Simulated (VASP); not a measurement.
Crystal: Mg2Si.

```
CELL_PARAMETERS angstrom
0.00000 3.23271 3.23271
3.23271 0.00000 3.23271
3.23271 3.23271 0.00000
ATOMIC_POSITIONS crystal
Si 0.00000 0.00000 0.00000
Mg 0.25000 0.25000 0.25000
Mg 0.75000 0.75000 0.75000
```

Base run:

* Program: VASP 6.6.1
* Functional: PBEsol
* Potentials or basis: VASP PAW PBE potentials, release 64 (Si, Mg)
* Cutoff: 600 eV
* k mesh: 5 × 5 × 5
* Occupations: fermi-dirac, width 0.1 eV
* Spin: no spin polarisation

Its results: band gap on the k mesh 0.42 eV, indirect (least direct gap 1.50 eV); pressure -3.3 GPa.

Q: The run is repeated on the same cell with these changes: functional from PBEsol to PBE. What comes out?

A: Band gap on the k mesh 0.45 eV, indirect (least direct gap 1.56 eV); pressure -2.5 GPa.

PBE binds less tightly than PBEsol, so the same cell stands under more pressure.

Caveats: the PAW data sets were made with another functional, which shifts forces and pressure a little (some runs).

A k mesh can miss the band edges.
